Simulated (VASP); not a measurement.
Set up this calculation in VASP 6.6.1, as the native input.

```yaml
Task: single point
Functional: r2SCAN
Potentials_or_basis: VASP PAW PBE potentials, release 64 (Sr_sv)
Cutoff: 520 eV
k_mesh: 14 × 14 × 14
Occupations: gaussian, width 0.15 eV
Spin: no spin polarisation
Dipole_correction: no
Further_INCAR_settings: ALGO = Normal; EDIFF = 1e-06; NBANDS = 11
```

Crystal: Sr.

```
Sr
1.0
    -2.49775    2.49775    2.38863
     2.49775   -2.49775    2.38863
     2.49775    2.49775   -2.38863
Sr
1
Cartesian
  0.0000 0.0000 0.0000
```

This cell differs from its parent crystal: strain +0.030 along x and y, -0.015 along z.

These files were run (other wordings do the same):

POSCAR

```
Sr
1.0
   -2.4977500000      2.4977500000      2.3886250000
    2.4977500000     -2.4977500000      2.3886250000
    2.4977500000      2.4977500000     -2.3886250000
Sr
1
Direct
    0.0000000000      0.0000000000      0.0000000000
```

INCAR.step1

```
PREC = Accurate
ENCUT = 520
ISMEAR = 0
SIGMA = 0.15
LREAL = False
LASPH = True
NELM = 100
NBANDS = 11
GGA = PE
ALGO = Normal
EDIFF = 1E-4
LWAVE = True
LCHARG = False
```

INCAR.step2

```
PREC = Accurate
ENCUT = 520
EDIFF = 1E-6
ISMEAR = 0
SIGMA = 0.15
LREAL = False
LASPH = True
NELM = 100
ALGO = Normal
ISIF = 2
LWAVE = False
LCHARG = True
METAGGA = R2SCAN
LMIXTAU = True
LELF = True
LVHAR = True
NBANDS = 11
ISTART = 1
```

KPOINTS

```
Automatic mesh
0
Gamma
  14 14 14
```

Potentials or basis: VASP PAW PBE potentials, release 64 (Sr_sv).

Run with:

```bash
$ cat potpaw_PBE.64/Sr_sv/POTCAR > POTCAR
$ cp INCAR.step1 INCAR
$ mpirun -np 1 vasp_std > vasp.out
$ cp INCAR.step2 INCAR
$ mpirun -np 1 vasp_std > vasp.out
```

It gave:

The pressure is -0.6 GPa and the band gap on the k mesh is zero (bands 5 and 6 overlap by 0.32 eV).

Caveat: the cell differs from its parent crystal (strain +0.030 along x and y, -0.015 along z); the PAW data sets were made with another functional, which shifts forces and pressure a little.

Wall time 2.5 min on 1 thread of Intel(R) Xeon(R) 6975P-C (Granite Rapids), with other jobs on the host, peak memory 0.3 GiB.
